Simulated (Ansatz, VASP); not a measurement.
# One calculation of Re, two programs

```xyz
1
Lattice="-1.5425 1.5425 1.5425 1.5425 -1.5425 1.5425 1.5425 1.5425 -1.5425" Properties=species:S:1:pos:R:3 pbc="T T T"
Re    0.0000    0.0000    0.0000
```

Alike in both runs: functional PBEsol; k mesh 20 × 20 × 20; occupations gaussian, width 0.1 eV; no spin polarisation.

Ansatz relaxed the structure, and its values are those at the end. VASP's run is a single point on that final structure, the one shown.

```csv
,VASP,Ansatz
version,VASP 6.6.1,Ansatz 0.2.0
potentials or method,"VASP PAW PBE potentials, release 64 (Re), cutoff 520 eV","scalar-relativistic, plane waves, PAW"
valence electrons in the cell,7,15
```

|  | VASP | Ansatz | Ansatz less VASP |
| --- | --- | --- | --- |
| gap on the k mesh at the Fermi level (eV) | none | none | - |
| pressure (GPa) | 0.0 | 0.0 | -0.02 |

VASP's potentials were made for PBE, not for PBEsol. A gap of «none» marks a metal or a gap that the smearing closes. VASP's potentials hold 7 valence electrons a cell and Ansatz's 15, so a difference there can come from the potentials and not from the codes.

Spin-orbit coupling is off throughout.
